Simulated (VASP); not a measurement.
## Al: single point with PBEsol

Crystal: Al.

```
CELL_PARAMETERS angstrom
0.00000 2.00823 2.00823
2.00823 0.00000 2.00823
2.00823 2.00823 0.00000
ATOMIC_POSITIONS crystal
Al 0.00000 0.00000 0.00000
```

```
Program             : VASP 6.6.1
Task                : single point
Functional          : PBEsol
Potentials or basis : VASP PAW PBE potentials, release 64 (Al)
Cutoff              : 520 eV
k mesh              : 20 × 20 × 20
Occupations         : fermi-dirac, width 0.15 eV
Spin                : no spin polarisation
```

- Pressure: 0.1 GPa

Levels at points of the mesh, in eV from the Fermi level:
```csv
k point,band 1,band 2,band 3,band 4,band 5,band 6
"(0.00, 0.00, 0.00)",-11.28,12.68,12.68,12.68,14.31,14.31
"(0.50, 0.00, 0.00)",-4.69,-4.42,11.50,11.50,11.57,11.57
"(0.50, 0.50, 0.00)",-2.98,-1.63,5.24,5.66,5.66,9.21
```

Run time: 42 s on 1 thread of AMD EPYC 7R43 64-Core Processor (Zen 3), on a shared host, peak memory 0.11 GiB.

Caveat: the PAW data sets were made with another functional, which shifts forces and pressure a little.
